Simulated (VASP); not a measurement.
A run of VASP 6.6.1 is set up as follows.

Contents of POSCAR:

```
Sr
1.0
    0.0000000000      3.0521104090      3.0521104090
    3.0521104090      0.0000000000      3.0521104090
    3.0521104090      3.0521104090      0.0000000000
Sr
1
Direct
    0.0000000000      0.0000000000      0.0000000000
```

INCAR.step1

```
SYSTEM = Sr
PREC = Accurate
ENCUT = 520
ISMEAR = 1
SIGMA = 1.0
LREAL = .False.
LASPH = .True.
NELM = 80
NBANDS = 11
GGA = PE
ALGO = Normal
EDIFF = 1E-4
LWAVE = .True.
LCHARG = .False.
```

File INCAR.step2:

```
SYSTEM = Sr
PREC = Accurate
ENCUT = 520
EDIFF = 1E-6
ISMEAR = 1
SIGMA = 1.0
LREAL = .False.
LASPH = .True.
NELM = 80
ALGO = Normal
ISIF = 2
LWAVE = .False.
LCHARG = .False.
METAGGA = R2SCAN
LMIXTAU = .True.
NBANDS = 11
ISTART = 1
```

The input KPOINTS:

```
regular mesh
0
Gamma
  9 9 9
  0 0 0
```

Potentials or basis: VASP PAW PBE potentials, release 64 (Sr_sv).

Run with:

```console
$ cat potpaw_PBE.64/Sr_sv/POTCAR > POTCAR
$ cp INCAR.step1 INCAR
$ mpirun -np 1 vasp_std > vasp.out
$ cp INCAR.step2 INCAR
$ mpirun -np 1 vasp_std > vasp.out
```

Question: What does it give for the band gap on the k mesh?

Answer: Zero (band 5 reaches 1.46 eV, above the bottom of band 6 at 1.45 eV).

Question: What does it give for the pressure?

Answer: 0.0 GPa.

Caveat: the PAW data sets were made with another functional, which shifts forces and pressure a little.
